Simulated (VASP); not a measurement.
The system is CdTe.

```
Cd Te
1.0
     0.00000    3.27990    3.27990
     3.27990    0.00000    3.27990
     3.27990    3.27990    0.00000
Cd Te
1 1
Direct
  0.00000 0.00000 0.00000
  0.25000 0.25000 0.25000
```

Base run:

```yaml
Program: VASP 6.6.1
Functional: PBE
Potentials_or_basis: VASP PAW PBE potentials, release 64 (Cd, Te)
Cutoff: 520 eV
k_mesh: 4 × 4 × 4
Occupations: gaussian, width 0.01 eV
Spin: no spin polarisation
```

Its results: band gap on the k mesh 0.65 eV; pressure 1.3 GPa.

Task: After a change of settings the same cell gave: band gap on the k mesh 0.42 eV; pressure -2.3 GPa. Which change was it?
A. k mesh from 4 × 4 × 4 to 6 × 6 × 6; further incar settings from ALGO = Normal; EDIFF = 1e-07; NBANDS = 16 to ALGO = Normal; EDIFF = 1e-06; NBANDS = 16
B. functional from PBE to LDA; potentials or basis from VASP PAW PBE potentials, release 64 (Cd, Te) to VASP PAW LDA potentials, release 64 (Cd, Te)
C. functional from PBE to HSE06; further incar settings from ALGO = Normal; EDIFF = 1e-07; NBANDS = 16 to ALGO = Normal; EDIFF = 1e-06; NBANDS = 16
D. functional from PBE to r2SCAN; further incar settings from ALGO = Normal; EDIFF = 1e-07; NBANDS = 16 to ALGO = Normal; EDIFF = 1e-06; NBANDS = 16

Result: B.

Caveats: spin-orbit coupling is left out, which moves the levels of the heavy elements.
